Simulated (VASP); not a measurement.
The system is TiPt3.

```xyz
4
Lattice="3.8970 0.0000 0.0000 0.0000 3.8970 0.0000 0.0000 0.0000 3.8970" Properties=species:S:1:pos:R:3 pbc="T T T"
Ti    0.0000    0.0000    0.0000
Pt    0.0000    1.9485    1.9485
Pt    1.9485    0.0000    1.9485
Pt    1.9485    1.9485    0.0000
```

| Item | Value |
| --- | --- |
| Program | VASP 6.6.1 |
| Task | relaxation of cell and atoms |
| Functional | r2SCAN |
| Potentials or basis | VASP PAW PBE potentials, release 64 (Ti_sv, Pt) |
| Cutoff | 600 eV |
| k mesh | 8 × 8 × 8 |
| Occupations | fermi-dirac, width 0.1 eV |
| Spin | no spin polarisation |

At the start: pressure 5.8 GPa; volume 14.80 Å³/atom.

Where does the relaxation end?

Over 3 steps the energy falls by 5.7 meV/atom and the volume is 15.12 Å³/atom (+2.2 %); space group Pm-3m (No. 221, to 0.1 Å) before and after.

The path:
| step | energy change (eV) | largest force (eV/Å) | pressure (GPa) | volume (Å³) |
| --- | --- | --- | --- | --- |
| 1 | 0.0000 | 0.0000 | 5.84 | 59.18 |
| 2 | 0.1202 | 0.0000 | -12.49 | 63.93 |
| 3 | -0.0229 | 0.0000 | -0.10 | 60.49 |

Final structure:
```cif
data_structure
_symmetry_space_group_name_H-M 'P 1'
_symmetry_Int_Tables_number 1
_cell_length_a 3.9255
_cell_length_b 3.9255
_cell_length_c 3.9255
_cell_angle_alpha 90.000
_cell_angle_beta 90.000
_cell_angle_gamma 90.000
_cell_volume 60.49
loop_
_atom_site_label
_atom_site_type_symbol
_atom_site_fract_x
_atom_site_fract_y
_atom_site_fract_z
_atom_site_occupancy
Ti1 Ti 0.00000 0.00000 0.00000 1
Pt1 Pt 0.00000 0.50000 0.50000 1
Pt2 Pt 0.50000 0.00000 0.50000 1
Pt3 Pt 0.50000 0.50000 0.00000 1
```

Caveat: the PAW data sets were made with another functional, which shifts forces and pressure a little.
